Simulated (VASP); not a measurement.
Write the native input for VASP 6.6.1 that does the following.

| Quantity | Value |
| --- | --- |
| Task | single point |
| Functional | PBEsol |
| Potentials or basis | VASP PAW PBE potentials, release 64 (Cd, S) |
| Cutoff | 520 eV |
| k mesh | 8 × 8 × 8 |
| Occupations | fermi-dirac, width 0.05 eV |
| Spin | no spin polarisation |
| Dipole correction | no |
| Further INCAR settings | ALGO = Normal; EDIFF = 1e-07; NBANDS = 16 |

The structure of CdS (Hawleyite) lies in POSCAR:

```
CdS
1.0
    0.0000000000      2.8569628861      2.8569628861
    2.8569628861      0.0000000000      2.8569628861
    2.8569628861      2.8569628861      0.0000000000
Cd S
1 1
Direct
    0.0000000000      0.0000000000      0.0000000000
    0.7500000000      0.7500000000      0.7500000000
```

This cell differs from its parent crystal: volume scaled by 0.94.

One way to write it, as run:

INCAR

```
SYSTEM = CdS
PREC = Accurate
ENCUT = 520
EDIFF = 1E-7
ISMEAR = -1
SIGMA = 0.05
LREAL = .False.
LASPH = .True.
NELM = 100
ALGO = Normal
ISIF = 2
LWAVE = .False.
LCHARG = .False.
GGA = PS
NBANDS = 16
```

KPOINTS

```
regular mesh
0
Gamma
  8 8 8
  0 0 0
```

Potentials or basis: VASP PAW PBE potentials, release 64 (Cd, S).

Run with:

```console
$ cat potpaw_PBE.64/Cd/POTCAR potpaw_PBE.64/S/POTCAR > POTCAR
$ mpirun -np 1 vasp_std > vasp.out
```

It gave:

The pressure is 4.5 GPa. The band gap on the k mesh is 1.13 eV, direct.

Caveat: the PAW data sets were made with another functional, which shifts forces and pressure a little.

Run time: 20 s on 1 thread of Intel(R) Xeon(R) Platinum 8259CL CPU @ 2.50GHz (Skylake/Cascade Lake), on a shared host, peak memory 0.17 GiB.
